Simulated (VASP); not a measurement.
# TiSiTe4 (Cmmm) in VASP: single point with PBE

Aim: the single point of TiSiTe4 with PBE.

All numbers are computed with VASP 6.6.1; they aren't measurements. Logs are shortened: lines on timing, memory, paths and dates and some standing lists are left out, and cuts for length are marked.

## 1. The cell of the first run

It takes space group Cmmm (No. 65, orthorhombic). Conventional cell: a = 8.955 Å, b = 9.112 Å, c = 4.171 Å, α = 90.00°, β = 90.00°, γ = 90.00°. Ti (site symmetry mmm) has 6 Te at 2.73 to 2.75 Å within 3.6 Å. Within 3.6 Å of Si (site symmetry mmm) lie 6 Te at 2.72 to 2.76 Å. Within 3.6 Å of Te (site symmetry 2mm) lie 1 Si at 2.72 Å and 2 Ti at 2.73 Å and 1 Te at 3.52 Å. Te (site symmetry m2m) has 1 Ti at 2.75 Å and 2 Si at 2.76 Å within 3.6 Å.

## 2. Single point, PBE

Input file INCAR:

```
PREC     = Accurate       # precision mode
ENCUT    = 520            # plane-wave cutoff, eV
EDIFF    = 1E-7           # SCF threshold, eV
ISMEAR   = 0              # smearing method
SIGMA    = 0.1            # smearing width, eV
LREAL    = F              # projectors in reciprocal space
LASPH    = T              # aspherical terms in the spheres
NELM     = 100            # most SCF steps
ALGO     = Normal         # electronic algorithm
ISIF     = 2              # what is computed and relaxed
LWAVE    = F              # write WAVECAR
LCHARG   = F              # write CHGCAR
GGA      = PE             # functional
NBANDS   = 29             # bands
```

Input file KPOINTS:

```
Automatic mesh
0
Gamma
  4 4 4
```

Input file POSCAR:

```
TiSiTe4
1.0
    4.4773775700     -4.5562252900      0.0000000000
    4.4773775700      4.5562252900      0.0000000000
    0.0000000000      0.0000000000      4.1708176300
Ti Si Te
1 1 4
Direct
    0.0000000000      0.0000000000      0.0000000000
    0.5000000000      0.5000000000      0.5000000000
    0.1963616800      0.1963616800      0.5000000000
    0.8036383200      0.8036383200      0.5000000000
    0.3023024600      0.6976975400      0.0000000000
    0.6976975400      0.3023024600      0.0000000000
```

Potentials or basis: VASP PAW PBE potentials, release 64 (Ti_sv, Si, Te).

Command:

```sh
$ cat potpaw_PBE.64/Ti_sv/POTCAR potpaw_PBE.64/Si/POTCAR potpaw_PBE.64/Te/POTCAR > POTCAR
$ mpirun -np 1 vasp_std > vasp.out
```

OUTCAR:

```text
PREC = Accurate
   ENCUT = 520
   EDIFF = 1E-7
   ISMEAR = 0
   LREAL = F
   LASPH = T
   NELM = 100
   ISIF = 2
   GGA = PE

 ion  position               nearest neighbor table
   1  0.000  0.000  0.000-   3 2.73   4 2.73   3 2.73   4 2.73   5 2.75   6 2.75
   2  0.500  0.500  0.500-   3 2.72   4 2.72   5 2.76   6 2.76   5 2.76   6 2.76
   3  0.196  0.196  0.500-   2 2.72   1 2.73   1 2.73   4 3.52
   4  0.804  0.804  0.500-   2 2.72   1 2.73   1 2.73   3 3.52
   5  0.302  0.698  0.000-   1 2.75   2 2.76   2 2.76   6 3.60
   6  0.698  0.302  0.000-   1 2.75   2 2.76   2 2.76   5 3.60

  LATTYP: Found a base centered orthorhombic cell.
 ALAT       =     8.9547551400
 B/A-ratio  =     1.0176102459
 C/A-ratio  =     0.4657656815

  Lattice vectors:

 A1 = (   4.4773775700,  -4.5562252900,   0.0000000000)
 A2 = (   4.4773775700,   4.5562252900,   0.0000000000)
 A3 = (   0.0000000000,   0.0000000000,   4.1708176300)

Analysis of symmetry for initial positions (statically):
=====================================================================
 Subroutine PRICEL returns:
 Original cell was already a primitive cell.

 Routine SETGRP: Setting up the symmetry group for a
 base centered orthorhombic supercell.

 Subroutine GETGRP returns: Found  8 space group operations
 (whereof  8 operations were pure point group operations)
 out of a pool of  8 trial point group operations.

The static configuration has the point symmetry D_2h.

Analysis of symmetry for dynamics (positions and initial velocities):
=====================================================================
 Subroutine PRICEL returns:
 Original cell was already a primitive cell.

 Routine SETGRP: Setting up the symmetry group for a
 base centered orthorhombic supercell.

 Subroutine GETGRP returns: Found  8 space group operations
 (whereof  8 operations were pure point group operations)
 out of a pool of  8 trial point group operations.

The dynamic configuration has the point symmetry D_2h.

 Subroutine INISYM returns: Found  8 space group operations
 (whereof  8 operations are pure point group operations),
 and found     1 'primitive' translations

----------------------------------------------------------------------------------------

                                     Primitive cell

  volume of cell :     170.1689

  direct lattice vectors                    reciprocal lattice vectors
     4.477377570 -4.556225290  0.000000000     0.111672512 -0.109739964  0.000000000
     4.477377570  4.556225290  0.000000000     0.111672512  0.109739964  0.000000000
     0.000000000  0.000000000  4.170817630     0.000000000  0.000000000  0.239761142

  length of vectors
     6.387965153  6.387965153  4.170817630     0.156568227  0.156568227  0.239761142

  position of ions in fractional coordinates (direct lattice)
     0.000000000  0.000000000  0.000000000
     0.500000000  0.500000000  0.500000000
     0.196361680  0.196361680  0.500000000
     0.803638320  0.803638320  0.500000000
     0.302302460  0.697697540  0.000000000
     0.697697540  0.302302460  0.000000000

  ion indices of the primitive-cell ions
   primitive index   ion index
                 1           1
                 2           2
                 3           3
                 4           4
                 5           5
                 6           6

----------------------------------------------------------------------------------------

 KPOINTS: Automatic mesh

Automatic generation of k-mesh.
 Grid dimensions read from file:
 generate k-points for:    4    4    4

 Generating k-lattice:

  Cartesian coordinates                     Fractional coordinates (reciprocal lattice)
     0.027918128 -0.027434991  0.000000000     0.250000000 -0.000000000  0.000000000
     0.027918128  0.027434991  0.000000000    -0.000000000  0.250000000  0.000000000
     0.000000000  0.000000000  0.059940286     0.000000000  0.000000000  0.250000000

  Length of vectors
     0.039142057  0.039142057  0.059940286

  Shift w.r.t. Gamma in fractional coordinates (k-lattice)
     0.000000000  0.000000000  0.000000000

 Subroutine IBZKPT returns following result:
 ===========================================

 Found     21 irreducible k-points:

 Following reciprocal coordinates:
            Coordinates               Weight
  0.000000  0.000000  0.000000      1.000000
  0.250000  0.000000  0.000000      4.000000
  0.500000  0.000000  0.000000      2.000000
  0.250000  0.250000  0.000000      2.000000
  0.500000  0.250000  0.000000      4.000000
 -0.250000  0.250000  0.000000      2.000000
[... 13 lines left out ...]
 -0.250000  0.250000  0.500000      2.000000
  0.500000  0.500000  0.500000      1.000000
   k-points           NKPTS =     21   k-points in BZ     NKDIM =     21   number of bands    NBANDS=     29
   number of dos      NEDOS =    301   number of ions     NIONS =      6
   total plane-waves  NPLWV =  73728
   dimension x,y,z NGX =    48 NGY =   48 NGZ =   32
   dimension x,y,z NGXF=    96 NGYF=   96 NGZF=   64
   ions per type =               1   1   4
   NGX,Y,Z   is equivalent  to a cutoff of  12.49, 12.49, 12.75 a.u.
   NGXF,Y,Z  is equivalent  to a cutoff of  24.98, 24.98, 25.51 a.u.
 SYSTEM =  unknown system
   PREC   = accura    normal or accurate (medium, high low for compatibility)
   ISTART =      0    job   : 0-new  1-cont  2-samecut
   ICHARG =      2    charge: 1-file 2-atom 10-const
   ISPIN  =      1    spin polarized calculation?
   LNONCOLLINEAR =      F non collinear calculations
   LSORBIT =      F    spin-orbit coupling
   LASPH  =      T    aspherical Exc in radial PAW
   ENCUT  =  520.0 eV  38.22 Ry    6.18 a.u.  11.88 11.88  7.75*2*pi/ulx,y,z
   NELM   =    100;   NELMIN=  2; NELMDL= -5     # of ELM steps
   EDIFF  = 0.1E-06   stopping-criterion for ELM
   LREAL  =      F    real-space projection
   EDIFFG = 0.1E-05   stopping-criterion for IOM
   NSW    =      0    number of steps for IOM
   IBRION =     -1    ionic relax: 0-MD 1-quasi-New 2-CG
   NFREE  =      0    steps in history (QN), initial steepest desc. (CG)
   ISIF   =      2    stress and relaxation
   ISYM   =      2    0-nonsym 1-usesym 2-fastsym
   POTIM  = 0.5000    time-step for ionic-motion
   TEBEG  =    0.0;   TEEND  =   0.0 temperature during run
   PSTRESS=    0.0 pullay stress
   NELECT =      40.0000    total number of electrons
   NUPDOWN=      -1.0000    fix difference up-down
   EMIN   =  10.00;   EMAX   =-10.00  energy-range for DOS
   EFERMI =   0.00;   METHOD = LEGACY
   ISMEAR =     0;   SIGMA  =   0.10  broadening in eV -4-tet -1-fermi 0-gaus
   EFERMI_NEDOS =   21; number of points for ismear=-14 and -15
   IALGO  =     38    algorithm
   IMIX   =      4    mixing-type and parameters
     AMIX     =   0.40;   BMIX     =  1.00
     AMIX_MAG =   1.60;   BMIX_MAG =  1.00
  volume/ion in A,a.u.               =      28.36       191.39
  Fermi-wavevector in a.u.,A,eV,Ry     =   1.010341  1.909268 13.888686  1.020790
  Thomas-Fermi vector in A             =   2.143325
   LORBIT       =      0    0 simple, 1 ext, 2 COOP (PROOUT), +10 PAW based schemes
   GGA     = PE    functional components
   LHFCALC =     F    Hartree Fock is set to
   AEXX    =    0.0000 exact exchange contribution
   IVDW    =     0    specifies the selected vdW correction
   LEPSILON=     F    determine dielectric tensor
   LRPA    =     F    only Hartree local field effects (RPA)
 non-spin polarized calculation
 Gauss-broadening in eV      SIGMA  =   0.10
  energy-cutoff  :      520.00
  volume of cell :      170.17
 maximum number of plane-waves:      4599
   NGX = 23   NGY = 23   NGZ = 15

 number of electron      39.9999998 magnetization

 Free energy of the ion-electron system (eV)
  ---------------------------------------------------
  ext. energy  EPLUGINS =         0.00000000
  ---------------------------------------------------
  free energy    TOTEN  =       -26.61859295 eV

  energy without entropy =      -26.60084698  energy(sigma->0) =      -26.60971997

 E-fermi :   6.0894     XC(G=0):  -9.4253

 val. band max:        6.0793119852   @ k =   0.5000   0.5000   0.5000
 cond. band min:       6.1829834105   @ k =  -0.2500   0.2500   0.2500
 fundamental gap:      0.1036714253
 Fermi energy:         6.0893778609

 k-point     1 :       0.0000    0.0000    0.0000
  band No.  band energies     occupation
      1     -51.4663      2.00000
      2     -27.7363      2.00000
      3     -27.7341      2.00000
      4     -27.7148      2.00000
      5      -6.7694      2.00000
      6      -4.7029      2.00000
[... 21 lines left out ...]
     28       9.1761      0.00000
     29      10.3525      0.00000

 k-point     2 :       0.2500    0.0000    0.0000
  band No.  band energies     occupation
      1     -51.4663      2.00000
      2     -27.7363      2.00000
      3     -27.7341      2.00000
      4     -27.7148      2.00000
      5      -6.6202      2.00000
      6      -5.2692      2.00000
[... 21 lines left out ...]
     28       9.5866      0.00000
     29       9.8002      0.00000

 k-point     3 :       0.5000    0.0000    0.0000
  band No.  band energies     occupation
      1     -51.4663      2.00000
      2     -27.7363      2.00000
      3     -27.7341      2.00000
      4     -27.7148      2.00000
      5      -6.3628      2.00000
      6      -5.7416      2.00000
[... 21 lines left out ...]
     28      10.0584      0.00000
     29      10.2358      0.00000

 k-point     4 :       0.2500    0.2500    0.0000
  band No.  band energies     occupation
      1     -51.4663      2.00000
      2     -27.7363      2.00000
      3     -27.7341      2.00000
      4     -27.7148      2.00000
      5      -6.4747      2.00000
      6      -5.4314      2.00000
[... 501 lines left out ...]
     28      10.2565      0.00000
     29      10.7787      0.00000

 k-point    20 :      -0.2500    0.2500    0.5000
  band No.  band energies     occupation
      1     -51.4658      2.00000
      2     -27.7505      2.00000
      3     -27.7334      2.00000
      4     -27.7117      2.00000
      5      -5.2314      2.00000
      6      -5.0604      2.00000
[... 21 lines left out ...]
     28      10.3395      0.00000
     29      11.4435      0.00000

 k-point    21 :       0.5000    0.5000    0.5000
  band No.  band energies     occupation
      1     -51.4658      2.00000
      2     -27.7505      2.00000
      3     -27.7334      2.00000
      4     -27.7117      2.00000
      5      -5.1220      2.00000
      6      -5.0540      2.00000
[... 21 lines left out ...]
     28      10.4674      0.00000
     29      10.7098      0.00000

------------------------ aborting loop because EDIFF is reached ----------------------------------------

  FORCE on cell =-STRESS in cart. coord.  units (eV):
  Direction    XX          YY          ZZ          XY          YZ          ZX
  --------------------------------------------------------------------------------------
  -------------------------------------------------------------------------------------
  Total        2.7785400     -0.3631424     -0.2940614      0.0000000      0.0000000      0.0000000
  in kB       26.1605652     -3.4190656     -2.7686525      0.0000000      0.0000000      0.0000000
  external PRESSURE =       6.6576157 kB  Pullay stress =       0.0000000 kB

 VOLUME and BASIS-vectors are now :
 -----------------------------------------------------------------------------
  energy-cutoff  :      520.00
  volume of cell :      170.17
      direct lattice vectors                 reciprocal lattice vectors
     4.477377570 -4.556225290  0.000000000     0.111672512 -0.109739964  0.000000000
     4.477377570  4.556225290  0.000000000     0.111672512  0.109739964  0.000000000
     0.000000000  0.000000000  4.170817630     0.000000000  0.000000000  0.239761142

 POSITION                                       TOTAL-FORCE (eV/Angst)
 -----------------------------------------------------------------------------------
      0.00000      0.00000      0.00000         0.000000      0.000000      0.000000
      4.47738      0.00000      2.08541         0.000000      0.000000      0.000000
      1.75837      0.00000      2.08541         0.093495      0.000000      0.000000
      7.19638      0.00000      2.08541        -0.093495      0.000000      0.000000
      4.47738      1.80151      0.00000         0.000000     -0.169752      0.000000
      4.47738     -1.80151      0.00000         0.000000      0.169752     -0.000000
 -----------------------------------------------------------------------------------
    total drift:                               -0.000000      0.000000     -0.000000

  FREE ENERGIE OF THE ION-ELECTRON SYSTEM (eV)
  ---------------------------------------------------
  free  energy   TOTEN  =       -26.6185929521 eV

  energy  without entropy=      -26.6008469848  energy(sigma->0) =      -26.60971997
```

Run time: 91 s. Hardware: 1 thread of Intel Xeon Platinum 8375C at 2.90GHz (Ice Lake), shared host; peak memory 0.31 GiB.

Results:

* Free energy: -26.6186 eV
* Pressure: 0.7 GPa
* Largest force: 0.170 eV/Å
* Band gap on the k mesh: zero (band 20 reaches 6.47 eV, above the bottom of band 21 at 4.98 eV)

Forces in eV/Å, atoms in the order of the input:
```
Ti   0.000  0.000  0.000
Si   0.000  0.000  0.000
Te   0.093  0.000  0.000
Te  -0.093  0.000  0.000
Te   0.000 -0.170  0.000
Te   0.000  0.170  0.000
```

Levels at points of the mesh, in eV from the Fermi level:
```
           k point  band 18  band 19  band 20  band 21  band 22  band 23
(0.00, 0.00, 0.00)    -0.57     0.22     0.39     0.72     0.77     0.78
(0.50, 0.00, 0.00)    -0.51    -0.39     0.15     0.17     0.18     0.74
(0.50, 0.50, 0.00)    -1.33    -1.32    -1.24    -1.11     0.61     0.80
(0.00, 0.00, 0.50)    -1.95    -1.46    -1.11     0.35     0.51     0.98
(0.50, 0.00, 0.50)    -1.18    -0.81    -0.59     0.44     0.70     0.73
(0.50, 0.50, 0.50)    -0.92    -0.67    -0.09    -0.01     0.54     0.79
```

Caveat: the k points lie up to 0.38 Å⁻¹ apart; spin-orbit coupling is left out, which moves the levels of the heavy elements.
